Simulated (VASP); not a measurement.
Write the native input for VASP 6.6.1 that does the following.

```yaml
Task: single point
Functional: PBEsol
Potentials_or_basis: VASP PAW PBE potentials, release 64 (Si, O)
Cutoff: 520 eV
k_mesh: 6 × 6 × 6
Occupations: fermi-dirac, width 0.05 eV
Spin: no spin polarisation
Dipole_correction: no
Further_INCAR_settings: ALGO = Normal; EDIFF = 1e-06; NBANDS = 44
```

The structure of SiO2 lies in POSCAR:

```
SiO2
1.0
    0.0000000000      4.7394088530      7.3885635112
    2.3652549837      0.0000000000      7.3885635112
    2.3652549837      4.7394088530      0.0000000000
Si O
4 8
Direct
    0.9368922049      0.9368922049      0.5631077951
    0.6868922049      0.6868922049      0.3131077951
    0.3131077951      0.3131077951      0.6868922049
    0.5631077951      0.5631077951      0.9368922049
    0.0642953643      0.4357046357      0.0642953643
    0.4357046357      0.0642953643      0.4357046357
    0.8142953643      0.1857046357      0.8142953643
    0.1857046357      0.8142953643      0.1857046357
    0.1250000000      0.6250000000      0.6250000000
    0.6250000000      0.6250000000      0.6250000000
    0.6250000000      0.6250000000      0.1250000000
    0.6250000000      0.1250000000      0.6250000000
```

One way to write it, as run:

INCAR

```
SYSTEM = SiO2
PREC = Accurate
ENCUT = 520
EDIFF = 1E-6
ISMEAR = -1
SIGMA = 0.05
LREAL = .FALSE.
LASPH = .TRUE.
NELM = 80
ALGO = Normal
ISIF = 2
LWAVE = .FALSE.
LCHARG = .FALSE.
GGA = PS
NBANDS = 44
```

KPOINTS

```
Automatic mesh
0
G
  6 6 6
  0 0 0
```

Potentials or basis: VASP PAW PBE potentials, release 64 (Si, O).

The run is started by

```sh
$ cat potpaw_PBE.64/Si/POTCAR potpaw_PBE.64/O/POTCAR > POTCAR
$ mpirun -np 1 vasp_std > vasp.out
```

Results of the run:

The pressure is 0.6 GPa. The largest force is 0.036 eV/Å. The band gap on the k mesh is 5.63 eV, direct.

Caveat: the PAW data sets were made with another functional, which shifts forces and pressure a little.

Run time: 4.3 min on 1 thread of Intel(R) Xeon(R) 6975P-C (Granite Rapids), with other jobs on the host, peak memory 0.54 GiB.
